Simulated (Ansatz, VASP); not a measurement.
Mo in VASP and in Ansatz

```
Mo
1.0
     0.00000    2.89490    2.89490
     2.89490    0.00000    2.89490
     2.89490    2.89490    0.00000
Mo
2
Cartesian
  0.7237 0.7237 0.7237
  5.0661 5.0661 5.0661
```

Alike in both runs: functional BLYP; k mesh 10 × 10 × 10; occupations fermi-dirac, width 0.1 eV; no spin polarisation.

Ansatz relaxed the structure, and its values are those at the end. VASP's run is a single point on that final structure, the one shown.

|  | VASP | Ansatz |
| --- | --- | --- |
| version | VASP 6.6.1 | Ansatz 0.2.0 |
| potentials or method | VASP PAW PBE potentials, release 64 (Mo_sv), cutoff 520 eV | plane waves (420 eV) with PAW, scalar-relativistic |
| valence electrons in the cell | 28 | 28 |

Ansatz gave:

```
pressure (GPa) : 0.0
```

Problem. Which values does VASP return?

Solution. Pressure (GPa): 0.5.

VASP's potentials were made for PBE, not for BLYP.
